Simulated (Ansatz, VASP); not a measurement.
BiTe: VASP beside Ansatz

Contents of INCAR:

```
  PREC = Accurate
  ENCUT = 520
  EDIFF = 1E-7
  ISMEAR = 0
  SIGMA = 0.15
  LREAL = F
  LASPH = T
  NELM = 60
  ALGO = Normal
  ISIF = 2
  LWAVE = F
  LCHARG = F
  GGA = PS
  NBANDS = 18
```

File KPOINTS:

```
regular mesh
0
Gamma
  12 12 12
```

POSCAR

```
BiTe
1.0
    2.4227077728      1.3987509848      3.3172919545
   -2.4227077728      1.3987509848      3.3172919545
    0.0000000000     -2.7975019696      3.3172919545
Bi Te
1 1
Direct
    0.5000000000      0.5000000000      0.5000000000
    0.0076869882      0.0076869882     -0.0076869882
```

Input for Ansatz:

```yaml
crystal:
  lattice:
    - [2.4227077728, 1.3987509848, 3.3172919545]
    - [-2.4227077728, 1.3987509848, 3.3172919545]
    - [0.0, -2.7975019696, 3.3172919545]
  atoms:
    - { symbol: Bi, position: [0.5, 0.5, 0.5] }
    - { symbol: Te, position: [0.0076869882, 0.0076869882, -0.0076869882] }
basis:
  ecutwfc: 420
kpoints:
  mp_grid: { grid: [12, 12, 12] }
hamiltonian:
  xc: pbesol
scf:
  occupations: { method: gaussian, width: 0.15 }
output:
  forces: true
  stress: true
  eigenvalues: true
```

Change from the starting cell: all Te atoms moved -0.050 Å, as atom 2 towards its neighbour atom 1 (Bi) at 3.252 Å.

Alike in both runs: task single point; functional PBEsol; k mesh 12 × 12 × 12; occupations gaussian, width 0.15 eV; no spin polarisation.

```csv
,VASP,Ansatz
version,VASP 6.6.1,Ansatz 0.2.0
potentials or method,"VASP PAW PBE potentials, release 64 (Bi_d, Te), cutoff 520 eV","scalar-relativistic, plane waves, PAW"
valence electrons in the cell,21,31
```

```tsv
	VASP	Ansatz	Ansatz less VASP
gap on the k mesh at the Fermi level (eV)	none	none	-
pressure (GPa)	-2.5	-2.5	+0.03
traceless stress, the component that is largest in VASP (GPa)	0.15	0.16	+0.002
rms of the force components (eV/Å)	0.052	0.051	-0.0007
```

VASP's potentials were made for PBE, not for PBEsol. Atom by atom the forces differ by 0.001 eV/Å (rms over components). A gap of «none» marks a metal or a gap that the smearing closes. VASP's potentials hold 21 valence electrons a cell and Ansatz's 31, so a difference there can come from the potentials and not from the codes.

Spin-orbit coupling is off throughout.
